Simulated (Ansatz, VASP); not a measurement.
## Two plane-wave programs on As

```
CELL_PARAMETERS angstrom
-6.09267 6.50634 1.49219
6.50634 -6.09267 1.49219
2.64475 2.64475 -0.73453
ATOMIC_POSITIONS crystal
As 0.92500 0.07500 0.00000
As 0.82500 0.17500 0.50000
```

Alike in both runs: task single point; functional BLYP; k mesh 12 × 12 × 10; occupations fermi-dirac, width 0.1 eV; no spin polarisation.

|  | VASP | Ansatz |
| --- | --- | --- |
| version | VASP 6.6.1 | Ansatz 0.2.0 |
| potentials or method | VASP PAW PBE potentials, release 64 (As), cutoff 520 eV | plane waves (420 eV) with PAW, scalar-relativistic |
| valence electrons in the cell | 10 | 30 |

|  | VASP | Ansatz | Ansatz less VASP |
| --- | --- | --- | --- |
| pressure (GPa) | -2.4 | -2.5 | -0.11 |
| traceless stress, the component that is largest in VASP (GPa) | -0.43 | -0.42 | +0.011 |

VASP's potentials were made for PBE, not for BLYP. With one functional, cell and mesh, what is left measures potentials, basis and numerics. VASP's potentials hold 10 valence electrons a cell and Ansatz's 30, so a difference there can come from the potentials and not from the codes. Ansatz's warnings: xc potential rough in thin density.
